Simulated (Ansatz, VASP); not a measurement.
**NbH2: VASP beside Ansatz**

```xyz
3
Lattice="0.0000 2.2815 2.2815 2.2815 0.0000 2.2815 2.2815 2.2815 0.0000" Properties=species:S:1:pos:R:3 pbc="T T T"
Nb    0.0000    0.0000    0.0000
H     1.1407    1.1407    1.0657
H     3.4223    3.4223    3.3472
```

Change from the starting cell: all H atoms moved +0.075 Å, as atom 2 towards its neighbour atom 3 (H) at 2.281 Å.

Alike in both runs: task single point; functional PBEsol; k mesh 18 × 18 × 18; occupations gaussian, width 0.15 eV; no spin polarisation.

|  | VASP | Ansatz |
| --- | --- | --- |
| version | VASP 6.6.1 | Ansatz 0.2.0 |
| potentials or method | VASP PAW PBE potentials, release 64 (Nb_sv, H), cutoff 520 eV | scalar-relativistic, plane waves, PAW |
| valence electrons in the cell | 15 | 15 |

Ansatz gave:

| Property | Result |
| --- | --- |
| gap on the k mesh at the Fermi level (eV) | none |
| pressure (GPa) | -4.9 |
| traceless stress, the component that is largest in VASP (GPa) | -0.36 |
| rms of the force components (eV/Å) | 0.252 |

Q: What did VASP give for the same quantities?

A: gap on the k mesh at the Fermi level (eV): none; pressure (GPa): -5.4; traceless stress, the component that is largest in VASP (GPa): -0.36; rms of the force components (eV/Å): 0.252.

VASP's potentials were made for PBE, not for PBEsol. Atom by atom the forces differ by 0.000 eV/Å (rms over components). A gap of «none» marks a metal or a gap that the smearing closes. The functional is the same, so the differences come from potentials, cutoffs and numerics.
